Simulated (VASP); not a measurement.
Write the native input for VASP 6.6.1 that does the following.

```yaml
Task: single point
Functional: PBE
Potentials_or_basis: VASP PAW PBE potentials, release 64 (Sr_sv, O)
Cutoff: 520 eV
k_mesh: 1 × 1 × 14
Occupations: gaussian, width 0.05 eV
Spin: collinear spin, ferromagnetic start
Starting_moments: "[0.5, 0.5] μB"
Dipole_correction: no
Further_INCAR_settings: ALGO = Normal; EDIFF = 1e-06; NBANDS = 19
```

The structure of SrO lies in POSCAR:

```
SrO
1.0
    9.0000000000      0.0000000000      0.0000000000
    0.0000000000      9.3000000000      0.0000000000
    0.0000000000      0.0000000000      4.6752714920
Sr O
1 1
Direct
    0.5000000000      0.5000000000      0.0000000000
    0.5000000000      0.5000000000      0.4650000000
```

One way to write it, as run:

INCAR

```
SYSTEM = SrO
ALGO = Normal
EDIFF = 1E-6
ENCUT = 520
GGA = PE
ISIF = 2
ISMEAR = 0
ISPIN = 2
LASPH = .TRUE.
LCHARG = .FALSE.
LORBIT = 11
LREAL = .FALSE.
LWAVE = .FALSE.
MAGMOM = 0.5 0.5
NBANDS = 19
NELM = 150
PREC = Accurate
SIGMA = 0.05
```

KPOINTS

```
k-points
0
G
  1 1 14
  0 0 0
```

Potentials or basis: VASP PAW PBE potentials, release 64 (Sr_sv, O).

Run with:

```console
$ cat potpaw_PBE.64/Sr_sv/POTCAR potpaw_PBE.64/O/POTCAR > POTCAR
$ mpirun -np 1 vasp_std > vasp.out
```

It gave:

| Quantity | Value |
| --- | --- |
| Largest force | 0.922 eV/Å |
| Band gap on the k mesh | 0.84 eV, direct |
| Net moment | 0.00 μB per cell |
| Valence electrons inside the program's atomic spheres | Sr 8.06; O 4.92 |

It took 3.2 min on 1 thread of Intel(R) Xeon(R) Platinum 8375C CPU @ 2.90GHz (Ice Lake) (shared host), peak memory 0.58 GiB.
